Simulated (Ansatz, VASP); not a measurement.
## One calculation of Bi2Te3, two programs

```xyz
5
Lattice="2.2231 1.2835 10.0125 -2.2231 1.2835 10.0125 0.0000 -2.5670 10.0125" Properties=species:S:1:pos:R:3 pbc="T T T"
Bi    0.0000    0.0000   24.3906
Bi    0.0000    0.0000   12.0751
Te    0.0000    0.0000   18.3530
Te    0.0000    0.0000    6.0075
Te    0.0000    0.0000    0.0000
```

Change from the starting cell: volume scaled by 1.02.

Alike in both runs: task single point; functional LDA; k mesh 8 × 8 × 8; occupations fermi-dirac, width 0.08 eV; no spin polarisation.

```csv
,VASP,Ansatz
version,VASP 6.6.1,Ansatz 0.2.0
potentials or method,"VASP PAW LDA potentials, release 64 (Bi_d, Te), cutoff 520 eV","all-electron LAPW, scalar-relativistic"
```

|  | VASP | Ansatz | Ansatz less VASP |
| --- | --- | --- | --- |
| pressure (GPa) | -2.7 | -2.7 | -0.04 |
| traceless stress, the component that is largest in VASP (GPa) | -0.74 | -0.74 | +0.003 |
| rms of the force components (eV/Å) | 0.407 | 0.399 | -0.0077 |

LDA's correlation is that of Perdew and Zunger in VASP and of Perdew and Wang (1992) in Ansatz. Atom by atom the forces differ by 0.010 eV/Å (rms over components). Ansatz ran all-electron here, and VASP with PAW potentials.

Neither program's run includes spin-orbit coupling.
